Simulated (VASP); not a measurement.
# TaTl (F-43m) in VASP: further runs, part 2 of 2

VASP 6.6.1. Earlier steps stand in the parts before.

## Step 3: Single point, PBE

This run uses another cell than the first one, of 31.33 Å³/atom, 1.226 times its volume.

INCAR

```
PREC = Accurate ; ENCUT = 520
EDIFF = 1E-6 ; ISMEAR = 0
SIGMA = 0.1 ; LREAL = F
LASPH = T ; NELM = 100
ALGO = Normal ; ISIF = 2
LWAVE = F ; LCHARG = F
GGA = PE ; NBANDS = 19
```

KPOINTS

```
Automatic mesh
0
Gamma
  6 6 6
```

POSCAR

```
TaTl
1.0
    0.0000000000      3.1525345433      3.1525345433
    3.1525345433      0.0000000000      3.1525345433
    3.1525345433      3.1525345433      0.0000000000
Ta Tl
1 1
Direct
    0.0000000000      0.0000000000      0.0000000000
    0.7500000000      0.7500000000      0.7500000000
```

Potentials or basis: VASP PAW PBE potentials, release 64 (Ta_pv, Tl_d).

Started as:

```
> cat potpaw_PBE.64/Ta_pv/POTCAR potpaw_PBE.64/Tl_d/POTCAR > POTCAR
> mpirun -np 1 vasp_std > vasp.out
```

OUTCAR:

```text
PREC = Accurate
   ENCUT = 520
   EDIFF = 1E-6
   ISMEAR = 0
   LREAL = F
   LASPH = T
   NELM = 100
   ISIF = 2
   GGA = PE

 ion  position               nearest neighbor table
   1  0.000  0.000  0.000-   2 2.73   2 2.73   2 2.73   2 2.73
   2  0.750  0.750  0.750-   1 2.73   1 2.73   1 2.73   1 2.73

  LATTYP: Found a face centered cubic cell.
 ALAT       =     6.3050690866

  Lattice vectors:

 A1 = (   0.0000000000,   3.1525345433,   3.1525345433)
 A2 = (   3.1525345433,   0.0000000000,   3.1525345433)
 A3 = (   3.1525345433,   3.1525345433,   0.0000000000)

Analysis of symmetry for initial positions (statically):
=====================================================================
 Subroutine PRICEL returns:
 Original cell was already a primitive cell.

 Routine SETGRP: Setting up the symmetry group for a
 face centered cubic supercell.

 Subroutine GETGRP returns: Found 24 space group operations
 (whereof 24 operations were pure point group operations)
 out of a pool of 48 trial point group operations.

The static configuration has the point symmetry T_d .

Analysis of symmetry for dynamics (positions and initial velocities):
=====================================================================
 Subroutine PRICEL returns:
 Original cell was already a primitive cell.

 Routine SETGRP: Setting up the symmetry group for a
 face centered cubic supercell.

 Subroutine GETGRP returns: Found 24 space group operations
 (whereof 24 operations were pure point group operations)
 out of a pool of 48 trial point group operations.

The dynamic configuration has the point symmetry T_d .

 Subroutine INISYM returns: Found 24 space group operations
 (whereof 24 operations are pure point group operations),
 and found     1 'primitive' translations

----------------------------------------------------------------------------------------

                                     Primitive cell

  volume of cell :      62.6628

  direct lattice vectors                    reciprocal lattice vectors
     0.000000000  3.152534543  3.152534543    -0.158602544  0.158602544  0.158602544
     3.152534543  0.000000000  3.152534543     0.158602544 -0.158602544  0.158602544
     3.152534543  3.152534543  0.000000000     0.158602544  0.158602544 -0.158602544

  length of vectors
     4.458357107  4.458357107  4.458357107     0.274707665  0.274707665  0.274707665

  position of ions in fractional coordinates (direct lattice)
     0.000000000  0.000000000  0.000000000
     0.750000000  0.750000000  0.750000000

  ion indices of the primitive-cell ions
   primitive index   ion index
                 1           1
                 2           2

----------------------------------------------------------------------------------------

 KPOINTS: Automatic mesh

Automatic generation of k-mesh.
 Grid dimensions read from file:
 generate k-points for:    6    6    6

 Generating k-lattice:

  Cartesian coordinates                     Fractional coordinates (reciprocal lattice)
    -0.026433757  0.026433757  0.026433757     0.166666667  0.000000000  0.000000000
     0.026433757 -0.026433757  0.026433757     0.000000000  0.166666667  0.000000000
     0.026433757  0.026433757 -0.026433757     0.000000000  0.000000000  0.166666667

  Length of vectors
     0.045784611  0.045784611  0.045784611

  Shift w.r.t. Gamma in fractional coordinates (k-lattice)
     0.000000000  0.000000000  0.000000000

 Subroutine IBZKPT returns following result:
 ===========================================

 Found     16 irreducible k-points:

 Following reciprocal coordinates:
            Coordinates               Weight
  0.000000  0.000000  0.000000      1.000000
  0.166667  0.000000  0.000000      8.000000
  0.333333  0.000000  0.000000      8.000000
  0.500000  0.000000  0.000000      4.000000
  0.166667  0.166667  0.000000      6.000000
  0.333333  0.166667  0.000000     24.000000
[... 8 lines left out ...]
 -0.333333  0.333333  0.166667     24.000000
 -0.333333  0.500000  0.166667     12.000000
   k-points           NKPTS =     16   k-points in BZ     NKDIM =     16   number of bands    NBANDS=     19
   number of dos      NEDOS =    301   number of ions     NIONS =      2
   total plane-waves  NPLWV =  46656
   dimension x,y,z NGX =    36 NGY =   36 NGZ =   36
   dimension x,y,z NGXF=    72 NGYF=   72 NGZF=   72
   ions per type =               1   1
   NGX,Y,Z   is equivalent  to a cutoff of  13.42, 13.42, 13.42 a.u.
   NGXF,Y,Z  is equivalent  to a cutoff of  26.85, 26.85, 26.85 a.u.
 SYSTEM =  unknown system
   PREC   = accura    normal or accurate (medium, high low for compatibility)
   ISTART =      0    job   : 0-new  1-cont  2-samecut
   ICHARG =      2    charge: 1-file 2-atom 10-const
   ISPIN  =      1    spin polarized calculation?
   LNONCOLLINEAR =      F non collinear calculations
   LSORBIT =      F    spin-orbit coupling
   LASPH  =      T    aspherical Exc in radial PAW
   ENCUT  =  520.0 eV  38.22 Ry    6.18 a.u.   8.29  8.29  8.29*2*pi/ulx,y,z
   NELM   =    100;   NELMIN=  2; NELMDL= -5     # of ELM steps
   EDIFF  = 0.1E-05   stopping-criterion for ELM
   LREAL  =      F    real-space projection
   EDIFFG = 0.1E-04   stopping-criterion for IOM
   NSW    =      0    number of steps for IOM
   IBRION =     -1    ionic relax: 0-MD 1-quasi-New 2-CG
   NFREE  =      0    steps in history (QN), initial steepest desc. (CG)
   ISIF   =      2    stress and relaxation
   ISYM   =      2    0-nonsym 1-usesym 2-fastsym
   POTIM  = 0.5000    time-step for ionic-motion
   TEBEG  =    0.0;   TEEND  =   0.0 temperature during run
   PSTRESS=    0.0 pullay stress
   NELECT =      24.0000    total number of electrons
   NUPDOWN=      -1.0000    fix difference up-down
   EMIN   =  10.00;   EMAX   =-10.00  energy-range for DOS
   EFERMI =   0.00;   METHOD = LEGACY
   ISMEAR =     0;   SIGMA  =   0.10  broadening in eV -4-tet -1-fermi 0-gaus
   EFERMI_NEDOS =   21; number of points for ismear=-14 and -15
   IALGO  =     38    algorithm
   IMIX   =      4    mixing-type and parameters
     AMIX     =   0.40;   BMIX     =  1.00
     AMIX_MAG =   1.60;   BMIX_MAG =  1.00
  volume/ion in A,a.u.               =      31.33       211.43
  Fermi-wavevector in a.u.,A,eV,Ry     =   1.188891  2.246678 19.231317  1.413462
  Thomas-Fermi vector in A             =   2.325011
   LORBIT       =      0    0 simple, 1 ext, 2 COOP (PROOUT), +10 PAW based schemes
   GGA     = PE    functional components
   LHFCALC =     F    Hartree Fock is set to
   AEXX    =    0.0000 exact exchange contribution
   IVDW    =     0    specifies the selected vdW correction
   LEPSILON=     F    determine dielectric tensor
   LRPA    =     F    only Hartree local field effects (RPA)
 non-spin polarized calculation
 Gauss-broadening in eV      SIGMA  =   0.10
  energy-cutoff  :      520.00
  volume of cell :       62.66
 maximum number of plane-waves:      1711
 NGX is ok and might be reduce to    36
   NGX = 17   NGY = 17   NGZ = 17

 number of electron      24.0000000 magnetization

 Free energy of the ion-electron system (eV)
  ---------------------------------------------------
  ext. energy  EPLUGINS =         0.00000000
  ---------------------------------------------------
  free energy    TOTEN  =        -9.78923712 eV

  energy without entropy =       -9.78621555  energy(sigma->0) =       -9.78772633

 E-fermi :   3.6776     XC(G=0):  -9.5691

 val. band max:        3.5721043175   @ k =   0.5000   0.5000   0.0000
 cond. band min:       3.6915009497   @ k =   0.3333   0.3333   0.0000
 fundamental gap:      0.1193966321
 Fermi energy:         3.6775781569

 k-point     1 :       0.0000    0.0000    0.0000
  band No.  band energies     occupation
      1     -31.7285      2.00000
      2     -31.7285      2.00000
      3     -31.7285      2.00000
      4      -7.7953      2.00000
      5      -7.7953      2.00000
      6      -7.7953      2.00000
[... 11 lines left out ...]
     18      11.5200      0.00000
     19      11.7513      0.00000
[... 309 lines left out ...]
 k-point    16 :      -0.3333    0.5000    0.1667
  band No.  band energies     occupation
      1     -31.7368      2.00000
      2     -31.7319      2.00000
      3     -31.7301      2.00000
      4      -7.8929      2.00000
      5      -7.8253      2.00000
      6      -7.8116      2.00000
[... 11 lines left out ...]
     18      11.7469      0.00000
     19      11.8765      0.00000

------------------------ aborting loop because EDIFF is reached ----------------------------------------

  FORCE on cell =-STRESS in cart. coord.  units (eV):
  Direction    XX          YY          ZZ          XY          YZ          ZX
  --------------------------------------------------------------------------------------
  -------------------------------------------------------------------------------------
  Total       -0.0355851     -0.0355851     -0.0355851      0.0000000     -0.0000000     -0.0000000
  in kB       -0.9098487     -0.9098487     -0.9098487      0.0000000     -0.0000000     -0.0000000
  external PRESSURE =      -0.9098487 kB  Pullay stress =       0.0000000 kB

 VOLUME and BASIS-vectors are now :
 -----------------------------------------------------------------------------
  energy-cutoff  :      520.00
  volume of cell :       62.66
      direct lattice vectors                 reciprocal lattice vectors
     0.000000000  3.152534543  3.152534543    -0.158602544  0.158602544  0.158602544
     3.152534543  0.000000000  3.152534543     0.158602544 -0.158602544  0.158602544
     3.152534543  3.152534543  0.000000000     0.158602544  0.158602544 -0.158602544

 POSITION                                       TOTAL-FORCE (eV/Angst)
 -----------------------------------------------------------------------------------
      0.00000      0.00000      0.00000         0.000000      0.000000     -0.000000
      4.72880      4.72880      4.72880        -0.000000     -0.000000      0.000000
 -----------------------------------------------------------------------------------
    total drift:                               -0.000000     -0.000000     -0.000000

  FREE ENERGIE OF THE ION-ELECTRON SYSTEM (eV)
  ---------------------------------------------------
  free  energy   TOTEN  =        -9.7892371163 eV

  energy  without entropy=       -9.7862155482  energy(sigma->0) =       -9.78772633
```

OSZICAR:

```text
N       E                     dE             d eps       ncg     rms          rms(c)
DAV:   1     0.153011745267E+03    0.15301E+03   -0.13108E+04   608   0.118E+03
DAV:   2    -0.683778859659E+01   -0.15985E+03   -0.15720E+03   705   0.305E+02
DAV:   3    -0.106577500287E+02   -0.38200E+01   -0.37914E+01   701   0.428E+01
DAV:   4    -0.106970678992E+02   -0.39318E-01   -0.39298E-01   682   0.449E+00
DAV:   5    -0.106977776674E+02   -0.70977E-03   -0.70976E-03   684   0.597E-01    0.826E+00
DAV:   6    -0.982481832060E+01    0.87296E+00   -0.32122E+00   659   0.851E+00    0.300E+00
DAV:   7    -0.979316636809E+01    0.31652E-01   -0.15322E-01   638   0.286E+00    0.185E+00
DAV:   8    -0.978920789074E+01    0.39585E-02   -0.18129E-02   686   0.101E+00    0.682E-01
DAV:   9    -0.978920476199E+01    0.31288E-05   -0.30186E-03   650   0.356E-01    0.539E-02
DAV:  10    -0.978923172862E+01   -0.26967E-04   -0.97774E-05   667   0.696E-02    0.328E-02
DAV:  11    -0.978923675170E+01   -0.50231E-05   -0.16140E-05   638   0.263E-02    0.309E-03
DAV:  12    -0.978923711626E+01   -0.36456E-06   -0.71117E-07   426   0.597E-03
   1 F= -.97892371E+01 E0= -.97877263E+01  d E =-.302157E-02
```

stdout:

```text
POSCAR found type information on POSCAR TaTl
 POSCAR found :  2 types and       2 ions
 scaLAPACK will be used
 LDA part: xc-table for (Slater+PW92), standard interpolation
 POSCAR, INCAR and KPOINTS ok, starting setup
 FFT: planning ... GRIDC
 FFT: planning ... GRID_SOFT
 FFT: planning ... GRID
 WAVECAR not read
 entering main loop
```

It took 30 s on 1 thread of Intel Xeon Platinum 8375C at 2.90GHz (Ice Lake), shared host; peak memory 0.2 GiB.

What came out:

| Quantity | Value |
| --- | --- |
| Free energy | -9.7892 eV |
| Pressure | -0.1 GPa |
| Band gap on the k mesh | zero (band 12 reaches 3.94 eV, above the bottom of band 13 at 3.69 eV) |

Caveat: spin-orbit coupling is left out, which moves the levels of the heavy elements.
